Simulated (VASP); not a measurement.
GaAs (mix), 2 atoms in the cell. The structure is cubic, space group F-43m (No. 216). Conventional cell: a = 5.687 Å, b = 5.687 Å, c = 5.687 Å, α = 90.00°, β = 90.00°, γ = 90.00°. Within 3.3 Å of Ga (site symmetry -43m) lie 4 As at 2.46 Å. As (site symmetry -43m) has 4 Ga at 2.46 Å within 3.3 Å.  This cell differs from its parent crystal: volume scaled by 0.97.

| Property | Result |
| --- | --- |
| Program | VASP 6.6.1 |
| Task | single point |
| Functional | PBE |
| Potentials or basis | VASP PAW PBE potentials, release 64 (Ga_d, As) |
| Cutoff | 500 eV |
| k mesh | 12 × 12 × 12 |
| Occupations | gaussian, width 0.02 eV |
| Spin | no spin polarisation |
| Dipole correction | no |
| Further INCAR settings | ALGO = Normal; EDIFF = 1e-06; NBANDS = 16 |

Potentials or basis: VASP PAW PBE potentials, release 64 (Ga_d, As).

Launch:

```sh
$ cat potpaw_PBE.64/Ga_d/POTCAR potpaw_PBE.64/As/POTCAR > POTCAR
$ mpirun -np 1 vasp_std > vasp.out
```

Hardware: 1 thread of AMD EPYC 7R43 64-Core Processor (Zen 3) (shared host).

Task: How long does it take, and how much memory?

Result: Wall time 81 s on 1 thread of AMD EPYC 7R43 64-Core Processor (Zen 3), with other jobs on the host, peak memory 0.16 GiB. Counts: scf iterations 12, k points 72.
